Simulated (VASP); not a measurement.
# CdS (Hawleyite) (F-43m) in VASP: notebook

The runs below take CdS (Hawleyite) through single point, with LDA.

Program: VASP 6.6.1. These are calculated values, not measurements. Logs are shortened: lines on timing, memory, paths and dates and some standing lists are left out, and cuts for length are marked.

### Step 1. The cell of the first run

It takes space group F-43m (No. 216, cubic). The conventional cell has a = 5.703 Å, b = 5.703 Å, c = 5.703 Å, α = 90.00°, β = 90.00°, γ = 90.00°. Within 3.3 Å of Cd (site symmetry -43m) lie 4 S at 2.47 Å. S (site symmetry -43m) has 4 Cd at 2.47 Å within 3.3 Å.

### Step 2. Single point, LDA

INCAR

```
SYSTEM = CdS
ALGO = Normal
EDIFF = 1E-6
ENCUT = 520
ISIF = 2
ISMEAR = 0
LASPH = .True.
LCHARG = .False.
LREAL = .False.
LWAVE = .False.
NBANDS = 16
NELM = 100
PREC = Accurate
SIGMA = 0.01
```

KPOINTS

```
k-points
0
Gamma
  8 8 8
  0 0 0
```

POSCAR

```
CdS
1.0
    2.8513923988      2.8513923988      0.0000000000
   -2.8513923988      2.8513923988      0.0000000000
    0.0000000000      2.8513923988      2.8513923988
Cd S
1 1
Direct
    0.0000000000      0.0000000000      0.0000000000
    0.7500000000      0.2500000000      0.5000000000
```

Potentials or basis: VASP PAW LDA potentials, release 64 (Cd, S).

Launch:

```sh
cat potpaw_LDA.64/Cd/POTCAR potpaw_LDA.64/S/POTCAR > POTCAR
mpirun -np 1 vasp_std > vasp.out
```

OUTCAR:

```text
SYSTEM = CdS
   EDIFF = 1E-6
   ENCUT = 520
   ISIF = 2
   ISMEAR = 0
   LASPH = .True.
   LREAL = .False.
   NELM = 100
   PREC = Accurate

 ion  position               nearest neighbor table
   1  0.000  0.000  0.000-   2 2.47   2 2.47   2 2.47   2 2.47
   2  0.750  0.250  0.500-   1 2.47   1 2.47   1 2.47   1 2.47

  LATTYP: Found a face centered cubic cell.
 ALAT       =     5.7027847976

  Lattice vectors:

 A1 = (   0.0000000000,   2.8513923988,   2.8513923988)
 A2 = (   2.8513923988,   0.0000000000,   2.8513923988)
 A3 = (   2.8513923988,   2.8513923988,   0.0000000000)

Analysis of symmetry for initial positions (statically):
=====================================================================
 Subroutine PRICEL returns:
 Original cell was already a primitive cell.

 Routine SETGRP: Setting up the symmetry group for a
 face centered cubic supercell.

 Subroutine GETGRP returns: Found 24 space group operations
 (whereof 24 operations were pure point group operations)
 out of a pool of 48 trial point group operations.

The static configuration has the point symmetry T_d .

Analysis of symmetry for dynamics (positions and initial velocities):
=====================================================================
 Subroutine PRICEL returns:
 Original cell was already a primitive cell.

 Routine SETGRP: Setting up the symmetry group for a
 face centered cubic supercell.

 Subroutine GETGRP returns: Found 24 space group operations
 (whereof 24 operations were pure point group operations)
 out of a pool of 48 trial point group operations.

The dynamic configuration has the point symmetry T_d .

 Subroutine INISYM returns: Found 24 space group operations
 (whereof 24 operations are pure point group operations),
 and found     1 'primitive' translations

----------------------------------------------------------------------------------------

                                     Primitive cell

  volume of cell :      46.3661

  direct lattice vectors                    reciprocal lattice vectors
     2.851392399  2.851392399  0.000000000     0.175352926  0.175352926 -0.175352926
    -2.851392399  2.851392399  0.000000000    -0.175352926  0.175352926 -0.175352926
     0.000000000  2.851392399  2.851392399     0.000000000  0.000000000  0.350705852

  length of vectors
     4.032477802  4.032477802  4.032477802     0.303720177  0.303720177  0.350705852

  position of ions in fractional coordinates (direct lattice)
     0.000000000  0.000000000  0.000000000
     0.750000000  0.250000000  0.500000000

  ion indices of the primitive-cell ions
   primitive index   ion index
                 1           1
                 2           2

----------------------------------------------------------------------------------------

 KPOINTS: k-points

Automatic generation of k-mesh.
 Grid dimensions read from file:
 generate k-points for:    8    8    8

 Generating k-lattice:

  Cartesian coordinates                     Fractional coordinates (reciprocal lattice)
     0.021919116  0.021919116 -0.021919116     0.125000000  0.000000000  0.000000000
    -0.021919116  0.021919116 -0.021919116     0.000000000  0.125000000  0.000000000
     0.000000000  0.000000000  0.043838231     0.000000000  0.000000000  0.125000000

  Length of vectors
     0.037965022  0.037965022  0.043838231

  Shift w.r.t. Gamma in fractional coordinates (k-lattice)
     0.000000000  0.000000000  0.000000000

 Subroutine IBZKPT returns following result:
 ===========================================

 Found     29 irreducible k-points:

 Following reciprocal coordinates:
            Coordinates               Weight
  0.000000  0.000000  0.000000      1.000000
  0.125000  0.000000  0.000000      8.000000
  0.250000  0.000000  0.000000      8.000000
  0.375000  0.000000  0.000000      8.000000
  0.500000  0.000000  0.000000      4.000000
  0.125000  0.125000  0.000000     12.000000
[... 16 lines left out ...]
  0.375000  0.250000  0.125000     48.000000
  0.500000  0.250000  0.125000     24.000000
 [... further k-points ...]
   k-points           NKPTS =     29   k-points in BZ     NKDIM =     29   number of bands    NBANDS=     16
   number of dos      NEDOS =    301   number of ions     NIONS =      2
   total plane-waves  NPLWV =  27000
   dimension x,y,z NGX =    30 NGY =   30 NGZ =   30
   dimension x,y,z NGXF=    60 NGYF=   60 NGZF=   60
   ions per type =               1   1
   NGX,Y,Z   is equivalent  to a cutoff of  12.37, 12.37, 12.37 a.u.
   NGXF,Y,Z  is equivalent  to a cutoff of  24.74, 24.74, 24.74 a.u.
 SYSTEM =  CdS
   PREC   = accura    normal or accurate (medium, high low for compatibility)
   ISTART =      0    job   : 0-new  1-cont  2-samecut
   ICHARG =      2    charge: 1-file 2-atom 10-const
   ISPIN  =      1    spin polarized calculation?
   LNONCOLLINEAR =      F non collinear calculations
   LSORBIT =      F    spin-orbit coupling
   LASPH  =      T    aspherical Exc in radial PAW
   ENCUT  =  520.0 eV  38.22 Ry    6.18 a.u.   7.50  7.50  7.50*2*pi/ulx,y,z
   NELM   =    100;   NELMIN=  2; NELMDL= -5     # of ELM steps
   EDIFF  = 0.1E-05   stopping-criterion for ELM
   LREAL  =      F    real-space projection
[... 7 lines left out ...]
   TEBEG  =    0.0;   TEEND  =   0.0 temperature during run
   PSTRESS=    0.0 pullay stress
   NELECT =      18.0000    total number of electrons
   NUPDOWN=      -1.0000    fix difference up-down
   EMIN   =  10.00;   EMAX   =-10.00  energy-range for DOS
   EFERMI =   0.00;   METHOD = LEGACY
   ISMEAR =     0;   SIGMA  =   0.01  broadening in eV -4-tet -1-fermi 0-gaus
   EFERMI_NEDOS =   21; number of points for ismear=-14 and -15
   IALGO  =     38    algorithm
   IMIX   =      4    mixing-type and parameters
     AMIX     =   0.40;   BMIX     =  1.00
     AMIX_MAG =   1.60;   BMIX_MAG =  1.00
  volume/ion in A,a.u.               =      23.18       156.45
  Fermi-wavevector in a.u.,A,eV,Ry     =   1.194259  2.256823 19.405385  1.426256
  Thomas-Fermi vector in A             =   2.330254
   LORBIT       =      0    0 simple, 1 ext, 2 COOP (PROOUT), +10 PAW based schemes
   GGA     = CA    functional components
   LHFCALC =     F    Hartree Fock is set to
   AEXX    =    0.0000 exact exchange contribution
   IVDW    =     0    specifies the selected vdW correction
   LEPSILON=     F    determine dielectric tensor
   LRPA    =     F    only Hartree local field effects (RPA)
 non-spin polarized calculation
 Gauss-broadening in eV      SIGMA  =   0.01
  energy-cutoff  :      520.00
  volume of cell :       46.37
 maximum number of plane-waves:      1283
 NGX is ok and might be reduce to    30
   NGX = 15   NGY = 15   NGZ = 15

 number of electron      18.0000002 magnetization

 Free energy of the ion-electron system (eV)
  ---------------------------------------------------
  ext. energy  EPLUGINS =         0.00000000
  ---------------------------------------------------
  free energy    TOTEN  =        -7.39339681 eV

  energy without entropy =       -7.39339681  energy(sigma->0) =       -7.39339681

 E-fermi :   1.8262     XC(G=0):  -9.8972

 val. band max:        1.7486334731   @ k =   0.0000   0.0000   0.0000
 cond. band min:       2.7853020724   @ k =   0.0000   0.0000   0.0000
 fundamental gap:      1.0366685993
 Fermi energy:         1.8262275834

 k-point     1 :       0.0000    0.0000    0.0000
  band No.  band energies     occupation
      1     -11.0541      2.00000
      2      -6.3159      2.00000
      3      -6.3159      2.00000
      4      -6.3159      2.00000
      5      -5.7330      2.00000
      6      -5.7330      2.00000
[... 8 lines left out ...]
     15      13.2928      0.00000
     16      13.2928      0.00000

 k-point     2 :       0.1250    0.0000    0.0000
  band No.  band energies     occupation
      1     -10.9797      2.00000
      2      -6.2890      2.00000
      3      -6.2890      2.00000
      4      -6.2624      2.00000
      5      -5.7347      2.00000
      6      -5.7347      2.00000
[... 8 lines left out ...]
     15      12.6067      0.00000
     16      13.6878      0.00000

 k-point     3 :       0.2500    0.0000    0.0000
  band No.  band energies     occupation
      1     -10.7985      2.00000
      2      -6.2307      2.00000
      3      -6.2307      2.00000
      4      -6.0556      2.00000
      5      -5.7288      2.00000
      6      -5.7288      2.00000
[... 8 lines left out ...]
     15      12.3482      0.00000
     16      12.9283      0.00000

 k-point     4 :       0.3750    0.0000    0.0000
  band No.  band energies     occupation
      1     -10.6172      2.00000
      2      -6.1861      2.00000
      3      -6.1861      2.00000
      4      -5.7039      2.00000
      5      -5.7039      2.00000
      6      -5.6339      2.00000
[... 8 lines left out ...]
     15      13.2668      0.00000
     16      13.2668      0.00000

 k-point     5 :       0.5000    0.0000    0.0000
  band No.  band energies     occupation
      1     -10.5427      2.00000
      2      -6.1727      2.00000
      3      -6.1727      2.00000
      4      -5.6870      2.00000
      5      -5.6870      2.00000
      6      -5.2841      2.00000
[... 8 lines left out ...]
     15      14.3796      0.00000
     16      14.3796      0.00000

 k-point     6 :       0.1250    0.1250    0.0000
  band No.  band energies     occupation
      1     -10.8698      2.00000
      2      -6.2573      2.00000
      3      -6.2341      2.00000
      4      -6.1698      2.00000
      5      -5.7530      2.00000
      6      -5.7144      2.00000
[... 8 lines left out ...]
     15      12.6384      0.00000
     16      14.7554      0.00000
[... 267 lines left out ...]
 k-point    21 :       0.5000    0.5000    0.0000
  band No.  band energies     occupation
      1     -10.3856      2.00000
      2      -6.0932      2.00000
      3      -5.8923      2.00000
      4      -5.8923      2.00000
      5      -5.6243      2.00000
      6      -5.2155      2.00000
[... 8 lines left out ...]
     15      14.1110      0.00000
     16      15.3368      0.00000

 k-point    22 :       0.2500    0.2500    0.1250
  band No.  band energies     occupation
      1     -10.6655      2.00000
      2      -6.1727      2.00000
      3      -6.1387      2.00000
      4      -5.9734      2.00000
      5      -5.7335      2.00000
      6      -5.6642      2.00000
[... 8 lines left out ...]
     15      13.8186      0.00000
     16      15.6518      0.00000

 k-point    23 :       0.3750    0.2500    0.1250
  band No.  band energies     occupation
      1     -10.5232      2.00000
      2      -6.1297      2.00000
      3      -6.0957      2.00000
      4      -5.8286      2.00000
      5      -5.6937      2.00000
      6      -5.4133      2.00000
[... 8 lines left out ...]
     15      14.6740      0.00000
     16      14.9375      0.00000

 k-point    24 :       0.5000    0.2500    0.1250
  band No.  band energies     occupation
      1     -10.4654      2.00000
      2      -6.1252      2.00000
      3      -6.0744      2.00000
      4      -5.7720      2.00000
      5      -5.7019      2.00000
      6      -5.1431      2.00000
[... 8 lines left out ...]
     15      14.0467      0.00000
     16      15.0484      0.00000

 [... further k-points ...]
[... 5 lines left out ...]
  --------------------------------------------------------------------------------------
  -------------------------------------------------------------------------------------
  Total        0.7726009      0.7726009      0.7726009      0.0000000     -0.0000000      0.0000000
  in kB       26.6971461     26.6971461     26.6971461      0.0000000     -0.0000000      0.0000000
  external PRESSURE =      26.6971461 kB  Pullay stress =       0.0000000 kB

 VOLUME and BASIS-vectors are now :
 -----------------------------------------------------------------------------
  energy-cutoff  :      520.00
  volume of cell :       46.37
      direct lattice vectors                 reciprocal lattice vectors
     2.851392399  2.851392399  0.000000000     0.175352926  0.175352926 -0.175352926
    -2.851392399  2.851392399  0.000000000    -0.175352926  0.175352926 -0.175352926
     0.000000000  2.851392399  2.851392399     0.000000000  0.000000000  0.350705852

 POSITION                                       TOTAL-FORCE (eV/Angst)
 -----------------------------------------------------------------------------------
      0.00000      0.00000      0.00000        -0.000000     -0.000000     -0.000000
      1.42570      4.27709      1.42570         0.000000      0.000000      0.000000
 -----------------------------------------------------------------------------------
    total drift:                                0.000000      0.000000     -0.000000

  FREE ENERGIE OF THE ION-ELECTRON SYSTEM (eV)
  ---------------------------------------------------
  free  energy   TOTEN  =        -7.3933968130 eV

  energy  without entropy=       -7.3933968130  energy(sigma->0) =       -7.39339681
```

Wall time 40 s (1 thread of Intel Xeon 8259CL, shared host); peak memory 0.16 GiB.

What came out:

- Free energy: -7.3934 eV
- Pressure: 2.7 GPa
- Band gap on the k mesh: 1.04 eV, direct

Levels at points of the mesh, in eV from the valence-band top:
| k point | band 6 | band 7 | band 8 | band 9 | band 10 | band 11 | band 12 | band 13 |
| --- | --- | --- | --- | --- | --- | --- | --- | --- |
| (0.00, 0.00, 0.00) | -7.48 | 0.00 | 0.00 | 0.00 | 1.04 | 6.34 | 6.34 | 6.34 |
| (0.50, 0.00, 0.00) | -7.03 | -4.95 | -0.87 | -0.87 | 2.88 | 6.84 | 6.84 | 7.42 |
| (0.50, 0.50, 0.00) | -6.96 | -4.36 | -2.18 | -2.18 | 3.19 | 4.23 | 9.26 | 10.95 |

### Step 3. Single point, LDA

INCAR

```
SYSTEM = CdS
  ALGO = Normal
  EDIFF = 1E-6
  ENCUT = 520
  GGA = CA
  ISIF = 2
  ISMEAR = 0
  LASPH = .TRUE.
  LCHARG = .FALSE.
  LREAL = .FALSE.
  LWAVE = .FALSE.
  NBANDS = 16
  NELM = 60
  PREC = Accurate
  SIGMA = 0.01
```

KPOINTS

```
k-points
0
G
  8 8 8
  0 0 0
```

POSCAR is that of step 2.

Potentials or basis: VASP PAW LDA potentials, release 64 (Cd, S).

Launch:

```sh
cat potpaw_LDA.64/Cd/POTCAR potpaw_LDA.64/S/POTCAR > POTCAR
mpirun -np 1 vasp_std > vasp.out
```

Wall time 40 s (1 thread of Intel Xeon 8259CL, shared host); peak memory 0.16 GiB.

Results (log left out):

| Property | Result |
| --- | --- |
| Free energy | -7.3934 eV |
| Pressure | 2.7 GPa |
| Band gap on the k mesh | 1.04 eV, direct |

Levels at points of the mesh, in eV from the valence-band top:
```
           k point  band 5  band 6  band 7  band 8  band 9  band 10  band 11  band 12  band 13  band 14
(0.00, 0.00, 0.00)   -7.48   -7.48    0.00    0.00    0.00     1.04     6.34     6.34     6.34    11.45
(0.50, 0.00, 0.00)   -7.44   -7.03   -4.95   -0.87   -0.87     2.88     6.84     6.84     7.42    10.98
(0.50, 0.50, 0.00)   -7.37   -6.96   -4.36   -2.18   -2.18     3.19     4.23     9.26    10.95    10.95
```

### Step 4. Single point, LDA

This run uses another cell than the first one, of 22.64 Å³/atom, 0.977 times its volume.

INCAR

```
SYSTEM = CdS
ALGO     = Normal         ! electronic algorithm
EDIFF    = 1E-6           ! SCF threshold, eV
ENCUT    = 520            ! plane-wave cutoff, eV
GGA      = CA             ! functional
ISIF     = 2              ! what is computed and relaxed
ISMEAR   = 0              ! smearing method
LASPH    = .TRUE.         ! aspherical terms in the spheres
LCHARG   = .FALSE.        ! write CHGCAR
LREAL    = .FALSE.        ! projectors in reciprocal space
LWAVE    = .FALSE.        ! write WAVECAR
NBANDS   = 16             ! bands
NELM     = 60             ! most SCF steps
PREC     = Accurate       ! precision mode
SIGMA    = 0.01           ! smearing width, eV
```

KPOINTS is that of step 3.

POSCAR

```
CdS
1.0
    2.8290697295      2.8290697295      0.0000000000
   -2.8290697295      2.8290697295      0.0000000000
    0.0000000000      2.8290697295      2.8290697295
Cd S
1 1
Direct
    0.0000000000      0.0000000000      0.0000000000
    0.7500000000      0.2500000000      0.5000000000
```

Launch:

```sh
cat potpaw_LDA.64/Cd/POTCAR potpaw_LDA.64/S/POTCAR > POTCAR
mpirun -np 1 vasp_std > vasp.out
```

It took 37 s on 1 thread of Intel Xeon 8259CL, shared host; peak memory 0.15 GiB.

It converged, with:

```
Free energy            : -7.3687 eV
Pressure               : 4.7 GPa
Band gap on the k mesh : 1.09 eV, direct
```

Levels at points of the mesh, in eV from the valence-band top:
```tsv
k point	band 7	band 8	band 9	band 10	band 11	band 12
(0.00, 0.00, 0.00)	0.00	0.00	0.00	1.09	6.32	6.32
(0.50, 0.00, 0.00)	-5.12	-0.91	-0.91	2.90	6.83	6.83
(0.50, 0.50, 0.00)	-4.48	-2.27	-2.27	3.15	4.24	9.37
```
